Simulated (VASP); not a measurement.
# MnWCl3 (Pm-3m) in VASP: single point with PBE

Aim: the single point of MnWCl3 with PBE.

Everything below comes from runs of VASP 6.6.1. Logs are shortened: lines on timing, memory, paths and dates and some standing lists are left out, and cuts for length are marked.

## Step 1: The cell of the first run

It takes space group Pm-3m (No. 221, cubic). The conventional cell has a = 4.952 Å, b = 4.952 Å, c = 4.952 Å, α = 90.00°, β = 90.00°, γ = 90.00°. Mn (site symmetry m-3m) has 12 Cl at 3.50 Å and 8 W at 4.29 Å within 4.6 Å. Within 3.3 Å of W (site symmetry m-3m) lie 6 Cl at 2.48 Å. Within 3.3 Å of Cl (site symmetry 4/mmm) lie 2 W at 2.48 Å.

The cell was generated, and may not be a known phase.

## Step 2: Single point, PBE, collinear spin, ferrimagnetic start

Input file INCAR:

```
SYSTEM = MnWCl3
  ALGO = Normal
  EDIFF = 1E-6
  ENCUT = 520
  GGA = PE
  ISIF = 2
  ISMEAR = 0
  ISPIN = 2
  LASPH = .TRUE.
  LCHARG = .TRUE.
  LELF = .TRUE.
  LMAXMIX = 4
  LORBIT = 11
  LREAL = .FALSE.
  LVHAR = .TRUE.
  LWAVE = .FALSE.
  MAGMOM = 5.71 -1.85 0 0 0
  NBANDS = 36
  NELM = 150
  PREC = Accurate
  SIGMA = 0.1
```

Input file KPOINTS:

```
k-points
0
G
  8 8 8
  0 0 0
```

Input file POSCAR:

```
MnWCl3
1.0
    4.9521329647      0.0000000000      0.0000000000
    0.0000000000      4.9521329647      0.0000000000
    0.0000000000      0.0000000000      4.9521329647
Mn W Cl
1 1 3
Direct
    0.0000000000      0.0000000000      0.0000000000
    0.5000000000      0.5000000000      0.5000000000
    0.0000000000      0.5000000000      0.5000000000
    0.5000000000      0.0000000000      0.5000000000
    0.5000000000      0.5000000000      0.0000000000
```

Potentials or basis: VASP PAW PBE potentials, release 64 (Mn_pv, W_sv, Cl).

The run is started by

```console
> cat potpaw_PBE.64/Mn_pv/POTCAR potpaw_PBE.64/W_sv/POTCAR potpaw_PBE.64/Cl/POTCAR > POTCAR
> mpirun -np 1 vasp_std > vasp.out
```

OUTCAR:

```text
SYSTEM = MnWCl3
   EDIFF = 1E-6
   ENCUT = 520
   GGA = PE
   ISIF = 2
   ISMEAR = 0
   ISPIN = 2
   LASPH = .TRUE.
   LORBIT = 11
   LREAL = .FALSE.
   NELM = 150
   PREC = Accurate

 ion  position               nearest neighbor table
   1  0.000  0.000  0.000-
   2  0.500  0.500  0.500-   3 2.48   4 2.48   5 2.48   5 2.48   4 2.48   3 2.48
   3  0.000  0.500  0.500-   2 2.48   2 2.48
   4  0.500  0.000  0.500-   2 2.48   2 2.48
   5  0.500  0.500  0.000-   2 2.48   2 2.48

  LATTYP: Found a simple cubic cell.
 ALAT       =     4.9521329647

  Lattice vectors:

 A1 = (   4.9521329647,   0.0000000000,   0.0000000000)
 A2 = (   0.0000000000,   4.9521329647,   0.0000000000)
 A3 = (   0.0000000000,   0.0000000000,   4.9521329647)

Analysis of symmetry for initial positions (statically):
=====================================================================
 Subroutine PRICEL returns:
 Original cell was already a primitive cell.

 Routine SETGRP: Setting up the symmetry group for a
 simple cubic supercell.

 Subroutine GETGRP returns: Found 48 space group operations
 (whereof 48 operations were pure point group operations)
 out of a pool of 48 trial point group operations.

The static configuration has the point symmetry O_h .

Analysis of symmetry for dynamics (positions and initial velocities):
=====================================================================
 Subroutine PRICEL returns:
 Original cell was already a primitive cell.

 Routine SETGRP: Setting up the symmetry group for a
 simple cubic supercell.

 Subroutine GETGRP returns: Found 48 space group operations
 (whereof 48 operations were pure point group operations)
 out of a pool of 48 trial point group operations.

The dynamic configuration has the point symmetry O_h .

Analysis of structural, dynamic, and magnetic symmetry:
=====================================================================
 Subroutine PRICEL returns:
 Original cell was already a primitive cell.

 Routine SETGRP: Setting up the symmetry group for a
 simple cubic supercell.

 Subroutine GETGRP returns: Found 48 space group operations
 (whereof 48 operations were pure point group operations)
 out of a pool of 48 trial point group operations.

The overall configuration has the point symmetry O_h .

 Subroutine INISYM returns: Found 48 space group operations
 (whereof 48 operations are pure point group operations),
 and found     1 'primitive' translations

----------------------------------------------------------------------------------------

                                     Primitive cell

  volume of cell :     121.4442

  direct lattice vectors                    reciprocal lattice vectors
     4.952132965  0.000000000  0.000000000     0.201933189  0.000000000  0.000000000
     0.000000000  4.952132965  0.000000000     0.000000000  0.201933189  0.000000000
     0.000000000  0.000000000  4.952132965     0.000000000  0.000000000  0.201933189

  length of vectors
     4.952132965  4.952132965  4.952132965     0.201933189  0.201933189  0.201933189

  position of ions in fractional coordinates (direct lattice)
     0.000000000  0.000000000  0.000000000
     0.500000000  0.500000000  0.500000000
     0.000000000  0.500000000  0.500000000
     0.500000000  0.000000000  0.500000000
     0.500000000  0.500000000  0.000000000

  ion indices of the primitive-cell ions
   primitive index   ion index
                 1           1
                 2           2
                 3           3
                 4           4
                 5           5

----------------------------------------------------------------------------------------

 KPOINTS: k-points

Automatic generation of k-mesh.
 Grid dimensions read from file:
 generate k-points for:    8    8    8

 Generating k-lattice:

  Cartesian coordinates                     Fractional coordinates (reciprocal lattice)
     0.025241649  0.000000000  0.000000000     0.125000000  0.000000000  0.000000000
     0.000000000  0.025241649  0.000000000     0.000000000  0.125000000  0.000000000
     0.000000000  0.000000000  0.025241649     0.000000000  0.000000000  0.125000000

  Length of vectors
     0.025241649  0.025241649  0.025241649

  Shift w.r.t. Gamma in fractional coordinates (k-lattice)
     0.000000000  0.000000000  0.000000000

 Subroutine IBZKPT returns following result:
 ===========================================

 Found     35 irreducible k-points:

 Following reciprocal coordinates:
            Coordinates               Weight
  0.000000  0.000000  0.000000      1.000000
  0.125000  0.000000  0.000000      6.000000
  0.250000  0.000000  0.000000      6.000000
  0.375000  0.000000  0.000000      6.000000
  0.500000  0.000000  0.000000      3.000000
  0.125000  0.125000  0.000000     12.000000
[... 16 lines left out ...]
  0.375000  0.375000  0.125000     24.000000
  0.500000  0.375000  0.125000     24.000000
 [... further k-points ...]
   k-points           NKPTS =     35   k-points in BZ     NKDIM =     35   number of bands    NBANDS=     36
   number of dos      NEDOS =    301   number of ions     NIONS =      5
   total plane-waves  NPLWV =  64000
   dimension x,y,z NGX =    40 NGY =   40 NGZ =   40
   dimension x,y,z NGXF=    80 NGYF=   80 NGZF=   80
   ions per type =               1   1   3
   NGX,Y,Z   is equivalent  to a cutoff of  13.43, 13.43, 13.43 a.u.
   NGXF,Y,Z  is equivalent  to a cutoff of  26.86, 26.86, 26.86 a.u.
 SYSTEM =  MnWCl3
   PREC   = accura    normal or accurate (medium, high low for compatibility)
   ISTART =      0    job   : 0-new  1-cont  2-samecut
   ICHARG =      2    charge: 1-file 2-atom 10-const
   ISPIN  =      2    spin polarized calculation?
   LNONCOLLINEAR =      F non collinear calculations
   LSORBIT =      F    spin-orbit coupling
   LASPH  =      T    aspherical Exc in radial PAW
   ENCUT  =  520.0 eV  38.22 Ry    6.18 a.u.   9.21  9.21  9.21*2*pi/ulx,y,z
   NELM   =    150;   NELMIN=  2; NELMDL= -5     # of ELM steps
   EDIFF  = 0.1E-05   stopping-criterion for ELM
   LREAL  =      F    real-space projection
   EDIFFG = 0.1E-04   stopping-criterion for IOM
   NSW    =      0    number of steps for IOM
   IBRION =     -1    ionic relax: 0-MD 1-quasi-New 2-CG
   NFREE  =      0    steps in history (QN), initial steepest desc. (CG)
   ISIF   =      2    stress and relaxation
   ISYM   =      2    0-nonsym 1-usesym 2-fastsym
   POTIM  = 0.5000    time-step for ionic-motion
   TEBEG  =    0.0;   TEEND  =   0.0 temperature during run
   PSTRESS=    0.0 pullay stress
   NELECT =      48.0000    total number of electrons
   NUPDOWN=      -1.0000    fix difference up-down
   EMIN   =  10.00;   EMAX   =-10.00  energy-range for DOS
   EFERMI =   0.00;   METHOD = LEGACY
   ISMEAR =     0;   SIGMA  =   0.10  broadening in eV -4-tet -1-fermi 0-gaus
   EFERMI_NEDOS =   21; number of points for ismear=-14 and -15
   IALGO  =     38    algorithm
   IMIX   =      4    mixing-type and parameters
     AMIX     =   0.40;   BMIX     =  1.00
     AMIX_MAG =   1.60;   BMIX_MAG =  1.00
  volume/ion in A,a.u.               =      24.29       163.91
  Fermi-wavevector in a.u.,A,eV,Ry     =   1.201424  2.270362 19.638914  1.443419
  Thomas-Fermi vector in A             =   2.337233
   LORBIT       =     11    0 simple, 1 ext, 2 COOP (PROOUT), +10 PAW based schemes
   GGA     = PE    functional components
   LHFCALC =     F    Hartree Fock is set to
   AEXX    =    0.0000 exact exchange contribution
   IVDW    =     0    specifies the selected vdW correction
   LEPSILON=     F    determine dielectric tensor
   LRPA    =     F    only Hartree local field effects (RPA)
 spin polarized calculation
 Gauss-broadening in eV      SIGMA  =   0.10
  energy-cutoff  :      520.00
  volume of cell :      121.44
 maximum number of plane-waves:      3328
 NGX is ok and might be reduce to    40
   NGX = 19   NGY = 19   NGZ = 19

 number of electron      47.9999988 magnetization       2.8580476

 Free energy of the ion-electron system (eV)
  ---------------------------------------------------
  ext. energy  EPLUGINS =         0.00000000
  ---------------------------------------------------
  free energy    TOTEN  =       -25.33047650 eV

  energy without entropy =      -25.31555140  energy(sigma->0) =      -25.32301395

 E-fermi :   4.9082     XC(G=0):  -9.1878

 val. band max:        4.9072407078   @ k =   0.1250   0.0000   0.0000
 cond. band min:       4.9153946234   @ k =   0.2500   0.1250   0.1250
 fundamental gap:      0.0081539156
 Fermi energy:         4.9082474873

 spin component 1

 k-point     1 :       0.0000    0.0000    0.0000
  band No.  band energies     occupation
      1     -69.3029      1.00000
      2     -47.0180      1.00000
      3     -47.0180      1.00000
      4     -47.0180      1.00000
      5     -33.3974      1.00000
      6     -33.3974      1.00000
[... 28 lines left out ...]
     35       9.7224      0.00000
     36       9.7224      0.00000
[... 866 lines left out ...]
      6     -33.4016      1.00000
[... 28 lines left out ...]
     35      11.3236      0.00000
     36      11.4068      0.00000

 [... further k-points ...]

 spin component 2

 k-point     1 :       0.0000    0.0000    0.0000
  band No.  band energies     occupation
      1     -70.2830      1.00000
      2     -42.1975      1.00000
      3     -42.1975      1.00000
      4     -42.1975      1.00000
      5     -34.7188      1.00000
      6     -34.7188      1.00000
[... 28 lines left out ...]
     35      11.3669      0.00000
     36      11.3669      0.00000
[... 866 lines left out ...]
      6     -34.7224      1.00000
[... 28 lines left out ...]
     35      11.0088      0.00000
     36      11.0096      0.00000

 [... further k-points ...]
[... 5 lines left out ...]
  --------------------------------------------------------------------------------------
  -------------------------------------------------------------------------------------
  Total        0.0614728      0.0614728      0.0614728      0.0000000      0.0000000     -0.0000000
  in kB        0.8109927      0.8109927      0.8109927      0.0000000      0.0000000     -0.0000000
  external PRESSURE =       0.8109927 kB  Pullay stress =       0.0000000 kB

 VOLUME and BASIS-vectors are now :
 -----------------------------------------------------------------------------
  energy-cutoff  :      520.00
  volume of cell :      121.44
      direct lattice vectors                 reciprocal lattice vectors
     4.952132965  0.000000000  0.000000000     0.201933189  0.000000000  0.000000000
     0.000000000  4.952132965  0.000000000     0.000000000  0.201933189  0.000000000
     0.000000000  0.000000000  4.952132965     0.000000000  0.000000000  0.201933189

 POSITION                                       TOTAL-FORCE (eV/Angst)
 -----------------------------------------------------------------------------------
      0.00000      0.00000      0.00000         0.000000      0.000000      0.000000
      2.47607      2.47607      2.47607         0.000000      0.000000      0.000000
      0.00000      2.47607      2.47607         0.000000      0.000000      0.000000
      2.47607      0.00000      2.47607         0.000000      0.000000      0.000000
      2.47607      2.47607      0.00000         0.000000      0.000000      0.000000
 -----------------------------------------------------------------------------------
    total drift:                                0.000000      0.000000     -0.000000

  FREE ENERGIE OF THE ION-ELECTRON SYSTEM (eV)
  ---------------------------------------------------
  free  energy   TOTEN  =       -25.3304765044 eV

  energy  without entropy=      -25.3155513986  energy(sigma->0) =      -25.32301395

 total charge

# of ion       s       p       d       tot
------------------------------------------
    1        0.365   5.995   4.830  11.189
    2        2.218   6.142   3.467  11.828
    3        1.595   3.514   0.000   5.109
    4        1.595   3.514   0.000   5.109
    5        1.595   3.514   0.000   5.109
--------------------------------------------------
tot          7.368  22.677   8.297  38.343

 magnetization (x)

# of ion       s       p       d       tot
------------------------------------------
    1        0.296   0.006   4.412   4.713
    2       -0.038  -0.015  -2.043  -2.097
    3       -0.002   0.004   0.000   0.002
    4       -0.002   0.004   0.000   0.002
    5       -0.002   0.004   0.000   0.002
--------------------------------------------------
tot          0.251   0.003   2.368   2.622
```

Run time: 6.3 min. Hardware: 1 thread of Intel Xeon Platinum 8259CL at 2.50GHz (Skylake/Cascade Lake), shared host; peak memory 0.44 GiB.

Results:

* Free energy: -25.3305 eV
* Pressure: 0.1 GPa
* Net moment: 2.86 μB per cell
* Site moments: Mn +4.71; W -2.10; Cl +0.00 μB
* Valence electrons inside the program's atomic spheres: Mn 11.19; W 11.83; Cl 5.11

Caveat: spin-orbit coupling is left out, which moves the levels of the heavy elements; a cell with one magnetic atom can't hold antiferromagnetic order, which such compounds often take; semilocal functionals often make such compounds metallic where correlation or magnetic order opens a gap, which also shifts bond lengths. With open d or f shells a metallic result of PBE can be an artefact of self-interaction; +U or a hybrid may open a gap.
